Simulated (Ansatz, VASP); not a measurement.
## One calculation of Ru, two programs

```
Ru
1.0
     2.72356    0.00000    0.00000
    -1.36178    2.35867    0.00000
     0.00000    0.00000    4.28908
Ru
2
Direct
  0.33333 0.66667 0.25000
  0.66667 0.33333 0.75000
```

Alike in both runs: task single point; functional PBE; k mesh 13 × 13 × 7; occupations methfessel-paxton of order 1, width 1 eV; no spin polarisation.

|  | VASP | Ansatz |
| --- | --- | --- |
| version | VASP 6.6.1 | Ansatz 0.2.0 |
| potentials or method | VASP PAW PBE potentials, release 64 (Ru_pv), cutoff 520 eV | plane waves (420 eV) with PAW, scalar-relativistic |
| valence electrons in the cell | 28 | 32 |

|  | VASP | Ansatz | Ansatz less VASP |
| --- | --- | --- | --- |
| pressure (GPa) | -1.2 | -1.1 | +0.11 |
| traceless stress, the component that is largest in VASP (GPa) | 0.72 | 0.70 | -0.012 |

With one functional, cell and mesh, what is left measures potentials, basis and numerics. VASP's potentials hold 28 valence electrons a cell and Ansatz's 32, so a difference there can come from the potentials and not from the codes.
